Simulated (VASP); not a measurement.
## WS2: single point with PBE+D3(BJ)

WS2:

```
W S
1.0
     3.15421    0.00000    0.00000
    -1.57710    2.73162    0.00000
     0.00000    0.00000   12.62551
W S
2 4
Direct
  0.33333 0.66667 0.25000
  0.66667 0.33333 0.75000
  0.33333 0.66667 0.62029
  0.66667 0.33333 0.12029
  0.33333 0.66667 0.87971
  0.66667 0.33333 0.37971
```

This cell differs from its parent crystal: strain +0.000 along x and y, +0.040 along z.

```
Program                : VASP 6.6.1
Task                   : single point
Functional             : PBE
Dispersion             : D3(BJ)
Potentials or basis    : VASP PAW PBE potentials, release 64 (W_sv, S)
Cutoff                 : 520 eV
k mesh                 : 12 × 12 × 4
Occupations            : gaussian, width 0.05 eV
Spin                   : no spin polarisation
Dipole correction      : no
Further INCAR settings : ALGO = Normal; EDIFF = 1e-06; NBANDS = 35
```

```
Pressure                   : -6.5 GPa
Largest force              : 1.099 eV/Å
Band gap on the k mesh     : 1.06 eV, indirect (least direct gap 1.99 eV)
Dispersion energy per atom : -0.417 eV
```

Forces in eV/Å, atoms in the order of the input:
```
W    0.000  0.000  0.000
W    0.000  0.000  0.000
S    0.000  0.000  1.099
S    0.000  0.000  1.099
S    0.000  0.000 -1.099
S    0.000  0.000 -1.099
```

Stress tensor (GPa, compression positive):
```
 -3.82   0.00   0.00
  0.00  -3.82   0.00
  0.00   0.00 -11.83
```

Levels at points of the mesh, in eV from the valence-band top:
| k point | band 24 | band 25 | band 26 | band 27 | band 28 | band 29 |
| --- | --- | --- | --- | --- | --- | --- |
| (0.00, 0.00, 0.00) | -1.45 | -1.15 | 0.00 | 2.46 | 2.46 | 2.57 |
| (0.50, 0.00, 0.00) | -1.41 | -1.27 | -1.27 | 2.69 | 2.72 | 2.74 |
| (0.00, 0.00, 0.50) | -1.62 | -0.30 | -0.30 | 2.52 | 2.52 | 2.52 |
| (0.50, 0.00, 0.50) | -1.38 | -1.33 | -1.33 | 2.70 | 2.70 | 2.96 |

It used 160 s of CPU time on 1 thread of Intel(R) Xeon(R) Platinum 8175M CPU @ 2.50GHz (Skylake/Cascade Lake), with other jobs on the host.

Caveat: the cell differs from its parent crystal (strain +0.000 along x and y, +0.040 along z); spin-orbit coupling is left out, which moves the levels of the heavy elements; forces of over 1 eV/Å act on the atoms, so gaps and moduli don't describe the material at rest. A k mesh can miss the band edges.
